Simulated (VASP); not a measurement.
Input of a VASP 6.6.1 run:

File INCAR:

```
PREC = Accurate
ENCUT = 520
EDIFF = 1E-8
ISMEAR = 0
SIGMA = 0.01
LREAL = False
LASPH = True
NELM = 100
ALGO = Normal
ISIF = 2
LWAVE = False
LCHARG = True
METAGGA = R2SCAN
LMIXTAU = True
IBRION = 6
NFREE = 2
POTIM = 0.015
NSW = 1
```

The input KPOINTS:

```
regular mesh
0
Gamma
  8 8 8
```

The input POSCAR:

```
InP
1.0
    2.9027510147      2.9027510147      0.0000000000
   -2.9027510147      2.9027510147      0.0000000000
    0.0000000000      2.9027510147      2.9027510147
In P
1 1
Direct
    0.0000000000      0.0000000000      0.0000000000
    0.7500000000      0.2500000000      0.5000000000
```

Potentials or basis: VASP PAW PBE potentials, release 64 (In_d, P).

Launch:

```sh
$ cat potpaw_PBE.64/In_d/POTCAR potpaw_PBE.64/P/POTCAR > POTCAR
$ mpirun -np 1 vasp_std > vasp.out
```

What does it give for the highest phonon frequency at Γ, LO-TO splitting left out?

315 cm⁻¹.

Phonon frequencies in cm⁻¹ (negative: imaginary):
```
              q point        frequencies
(0.000, 0.000, 0.000)  0 0 0 315 315 315
```

Caveat: the cell stands under pressure or tension, which shifts response properties.
